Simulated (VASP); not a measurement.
## Cu: single point with LDA

Crystal: Cu.

```
CELL_PARAMETERS angstrom
2.53410 0.00000 0.00000
-1.26705 2.19459 0.00000
0.00000 0.00000 4.11257
ATOMIC_POSITIONS crystal
Cu 0.33333 0.66667 0.25000
Cu 0.66667 0.33333 0.75000
```

```yaml
Program: VASP 6.6.1
Task: single point
Functional: LDA
Potentials_or_basis: VASP PAW LDA potentials, release 64 (Cu)
Cutoff: 520 eV
k_mesh: 9 × 9 × 4
Occupations: gaussian, width 0.1 eV
Spin: no spin polarisation
Dipole_correction: no
Further_INCAR_settings: ALGO = Normal; EDIFF = 1e-06; NBANDS = 18
```

- Pressure: -7.0 GPa
- Band gap on the k mesh: zero (band 11 reaches 11.84 eV, above the bottom of band 12 at 5.73 eV)

Stress tensor (GPa, compression positive):
```
-8.19  0.00  0.00
 0.00 -8.19  0.00
 0.00  0.00 -4.51
```

Levels at points of the mesh, in eV from the Fermi level:
| k point | band 7 | band 8 | band 9 | band 10 | band 11 | band 12 | band 13 | band 14 | band 15 | band 16 |
| --- | --- | --- | --- | --- | --- | --- | --- | --- | --- | --- |
| (0.00, 0.00, 0.00) | -2.84 | -2.55 | -2.55 | -1.74 | -1.74 | -0.97 | 4.02 | 21.68 | 22.01 | 22.01 |
| (0.00, 0.00, 0.50) | -3.11 | -3.11 | -1.98 | -1.98 | -1.98 | -1.98 | 12.91 | 12.91 | 22.37 | 22.37 |

Run time: 5.4 s on 1 thread of Intel(R) Xeon(R) 6975P-C (Granite Rapids), on a shared host, peak memory 0.13 GiB.

Caveat: the k points lie up to 0.38 Å⁻¹ apart.
